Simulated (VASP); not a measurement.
Wanted: the native input for a VASP 6.6.1 run.

- Task: single point
- Functional: PBE
- Potentials or basis: VASP PAW PBE potentials, release 64 (C)
- Cutoff: 520 eV
- k mesh: 16 × 16 × 10
- Occupations: gaussian, width 0.05 eV
- Spin: no spin polarisation
- Dipole correction: no
- Further INCAR settings: ALGO = Normal; EDIFF = 1e-06; NBANDS = 11

The structure of C lies in POSCAR:

```
C
1.0
    2.1574218895     -1.2689017403      0.0039780890
    2.1574218895      1.2689017403      0.0039780890
   -1.3920331739      0.0000000000      3.5772784518
C
2
Direct
    0.8375177210      0.8375177210      0.0084757529
    0.1624822790      0.1624822790      0.9915242471
```

This cell differs from its parent crystal: strained.

One way to write it, as run:

INCAR

```
SYSTEM = C
PREC = Accurate
ENCUT = 520
EDIFF = 1E-6
ISMEAR = 0
SIGMA = 0.05
LREAL = .False.
LASPH = .True.
NELM = 80
ALGO = Normal
ISIF = 2
LWAVE = .False.
LCHARG = .True.
GGA = PE
LELF = .True.
LVHAR = .True.
NBANDS = 11
```

KPOINTS

```
regular mesh
0
Gamma
  16 16 10
  0 0 0
```

Potentials or basis: VASP PAW PBE potentials, release 64 (C).

Launch:

```sh
$ cat potpaw_PBE.64/C/POTCAR > POTCAR
$ mpirun -np 1 vasp_std > vasp.out
```

It gave:

The pressure is -12.7 GPa. The largest force is 1.240 eV/Å.

Caveat: the cell differs from its parent crystal (strained); the stress differs along the axes, from -27 to 1 GPa; this functional lacks dispersion, which binds layers or chains, so the pressure and a relaxed spacing across them are unreliable; forces of over 1 eV/Å act on the atoms, so gaps and moduli don't describe the material at rest.

Wall time 56 s on 1 thread of Intel(R) Xeon(R) 6975P-C (Granite Rapids), on a shared host, peak memory 0.22 GiB.
